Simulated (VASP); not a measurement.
Crystal: Yb.

```xyz
2
Lattice="3.8799 0.0000 0.0000 -1.9400 3.3601 0.0000 0.0000 0.0000 6.3859" Properties=species:S:1:pos:R:3 pbc="T T T"
Yb    0.0000    2.2401    1.5965
Yb    1.9400    1.1200    4.7894
```

This isn't the form of Yb at room conditions, which is fcc.

Base run:

| Item | Value |
| --- | --- |
| Program | VASP 6.6.1 |
| Functional | r2SCAN |
| Potentials or basis | VASP PAW PBE potentials, release 64 (Yb) |
| Cutoff | 520 eV |
| k mesh | 7 × 7 × 4 |
| Occupations | fermi-dirac, width 0.1 eV |
| Spin | no spin polarisation |

Its results: band gap on the k mesh zero (bands 24 and 25 overlap by 0.13 eV); pressure -1.7 GPa.

Question: The run is repeated on the same cell with these changes: k mesh from 7 × 7 × 4 to 5 × 5 × 3. What comes out?

Answer: Band gap on the k mesh zero (bands 24 and 25 overlap by 0.09 eV); pressure -4.3 GPa.

Caveats: some runs use coarse meshes; the PAW data sets were made with another functional, which shifts forces and pressure a little; spin-orbit coupling is left out, which moves the levels of the heavy elements.
